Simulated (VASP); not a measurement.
Runs of VASP 6.6.1 on Cs. The structure is that of space group P6/mmm (No. 191), or close to it. The cells are those of the table. This isn't the form of Cs at room conditions, which is bcc.

```csv
cell,k mesh,gap on the mesh (eV),pressure (GPa)
"a = 8.960, b = 8.960, c = 5.381 Å, angles 90.0, 90.0, 120.0°, 3 atoms",5 × 5 × 7,none,(a)
"a = 9.319, b = 9.319, c = 5.597 Å, angles 90.0, 90.0, 120.0°, 3 atoms",5 × 5 × 7,none,-0.1
"a = 9.083, b = 9.083, c = 5.455 Å, angles 90.0, 90.0, 120.0°, 3 atoms",5 × 5 × 6,none,0.0
"a = 9.083, b = 9.083, c = 5.455 Å, angles 90.0, 90.0, 120.0°, 3 atoms",5 × 5 × 7,none,0.0
"a = 9.202, b = 9.202, c = 5.527 Å, angles 90.0, 90.0, 120.0°, 3 atoms",5 × 5 × 7,none,-0.1
"a = 8.834, b = 8.834, c = 5.305 Å, angles 90.0, 90.0, 120.0°, 3 atoms",5 × 5 × 7,none,0.2
"a = 8.704, b = 8.704, c = 5.227 Å, angles 90.0, 90.0, 120.0°, 3 atoms",5 × 5 × 7,none,0.3
```

Alike in all rows: task single point; level revPBE; potentials or basis VASP PAW PBE potentials, release 64 (Cs_sv); no spin polarisation; cutoff (eV) 520; smearing fermi-dirac 0.1 eV.

Task: Fill in the values left out.

Result: (a) 0.1.

Caveats: the PAW data sets were made with another functional, which shifts forces and pressure a little; spin-orbit coupling is left out, which moves the levels of the heavy elements.

A k mesh can miss the band edges, and the runs leave out spin-orbit coupling on Cs.

A gap of «none» marks levels without a gap at the run's occupations.
